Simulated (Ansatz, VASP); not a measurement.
# P: VASP beside Ansatz

Contents of INCAR:

```
  PREC = Accurate
  ENCUT = 520
  EDIFF = 1E-7
  ISMEAR = 0
  SIGMA = 0.03
  LREAL = F
  LASPH = T
  NELM = 80
  ALGO = Normal
  ISIF = 2
  LWAVE = F
  LCHARG = F
  GGA = PE
  NBANDS = 30
```

File KPOINTS:

```
regular mesh
0
Gamma
  10 7 3
```

POSCAR

```
P
1.0
   -3.3104324909      0.0000000000      0.0000000000
    0.0000000000      0.0000000000     -4.5577726732
    0.0000000000    -12.7854350009      0.0000000000
P
8
Direct
    0.0000000000      0.0862797555      0.7450435585
    0.5000000000      0.0862797555      0.3037040578
    0.0000000000      0.4137202445      0.3037040578
    0.5000000000      0.4137202445      0.7450435585
    0.0000000000      0.9137202445      0.5789749438
    0.5000000000      0.9137202445      0.1376354430
    0.0000000000      0.5862797555      0.1376354430
    0.5000000000      0.5862797555      0.5789749438
```

Input for Ansatz:

```yaml
crystal:
  lattice:
    - [-3.3104324909, 0.0, 0.0]
    - [0.0, 0.0, -4.5577726732]
    - [0.0, -12.7854350009, 0.0]
  atoms:
    - { symbol: P, position: [0.0, 0.0862797555, 0.7450435585] }
    - { symbol: P, position: [0.5, 0.0862797555, 0.3037040578] }
    - { symbol: P, position: [0.0, 0.4137202445, 0.3037040578] }
    - { symbol: P, position: [0.5, 0.4137202445, 0.7450435585] }
    - { symbol: P, position: [0.0, 0.9137202445, 0.5789749438] }
    - { symbol: P, position: [0.5, 0.9137202445, 0.137635443] }
    - { symbol: P, position: [0.0, 0.5862797555, 0.137635443] }
    - { symbol: P, position: [0.5, 0.5862797555, 0.5789749438] }
basis:
  ecutwfc: 420
kpoints:
  mp_grid: { grid: [10, 7, 3] }
hamiltonian:
  xc: pbe
scf:
  occupations: { method: gaussian, width: 0.03 }
output:
  forces: true
  stress: true
  eigenvalues: true
```

Alike in both runs: task single point; functional PBE; k mesh 10 × 7 × 3; occupations gaussian, width 0.03 eV; no spin polarisation.

|  | VASP | Ansatz |
| --- | --- | --- |
| version | VASP 6.6.1 | Ansatz 0.2.0 |
| potentials or method | VASP PAW PBE potentials, release 64 (P), cutoff 520 eV | scalar-relativistic, plane waves, PAW |
| valence electrons in the cell | 40 | 40 |

|  | VASP | Ansatz | Ansatz less VASP |
| --- | --- | --- | --- |
| gap on the k mesh at the Fermi level (eV) | 0.38 | 0.37 | -0.016 |
| least direct gap on the mesh (eV) | 0.38 | 0.37 | -0.016 |
| pressure (GPa) | -0.3 | 0.0 | +0.27 |
| traceless stress, the component that is largest in VASP (GPa) | -0.21 | -0.21 | -0.003 |
| rms of the force components (eV/Å) | 0.046 | 0.018 | -0.0276 |

Atom by atom the forces differ by 0.029 eV/Å (rms over components).
